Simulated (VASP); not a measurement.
## GaOs4: single point with PBE

GaOs4:

```
CELL_PARAMETERS angstrom
4.04077 -3.74837 0.00000
4.04077 3.74837 0.00000
0.00000 0.00000 2.72553
ATOMIC_POSITIONS crystal
Ga 0.00000 0.00000 0.50000
Os 0.29506 0.70494 0.00000
Os 0.70494 0.29506 0.00000
Os 0.69144 0.69144 0.50000
Os 0.30856 0.30856 0.50000
```

The cell was generated, and may not be a known phase.

- Program: VASP 6.6.1
- Task: single point
- Functional: PBE
- Potentials or basis: VASP PAW PBE potentials, release 64 (Ga_d, Os)
- Cutoff: 520 eV
- k mesh: 6 × 6 × 12
- Occupations: gaussian, width 0.1 eV
- Spin: no spin polarisation
- Dipole correction: no
- Further INCAR settings: ALGO = Fast; EDIFF = 1e-06; NBANDS = 30

| Property | Result |
| --- | --- |
| Pressure | -0.1 GPa |
| Largest force | 0.034 eV/Å |
| Band gap on the k mesh | zero (an odd number of electrons rules out a gap without spin polarisation) |

Forces in eV/Å, atoms in the order of the input:
```
Ga   0.000  0.000  0.000
Os   0.000 -0.034  0.000
Os   0.000  0.034  0.000
Os  -0.032  0.000  0.000
Os   0.032  0.000  0.000
```

Levels at points of the mesh, in eV from the Fermi level:
| k point | band 21 | band 22 | band 23 | band 24 | band 25 | band 26 |
| --- | --- | --- | --- | --- | --- | --- |
| (0.00, 0.00, 0.00) | -1.36 | -0.64 | 0.37 | 0.76 | 1.14 | 1.34 |
| (0.50, 0.00, 0.00) | -1.22 | -0.87 | -0.43 | 0.35 | 1.04 | 1.69 |
| (0.50, 0.50, 0.00) | -1.43 | -1.41 | -1.26 | -1.23 | 1.22 | 1.28 |
| (0.00, 0.00, 0.50) | -0.83 | -0.70 | -0.33 | 1.02 | 1.09 | 3.10 |
| (0.50, 0.00, 0.50) | -0.17 | 0.86 | 1.00 | 1.48 | 1.48 | 2.09 |
| (0.50, 0.50, 0.50) | -0.05 | 0.39 | 0.78 | 1.15 | 1.29 | 1.51 |

It took 2.7 min on 1 thread of AMD EPYC 9R45 96-Core Processor (Zen 5) (shared host), peak memory 0.3 GiB.

Caveat: spin-orbit coupling is left out, which moves the levels of the heavy elements.
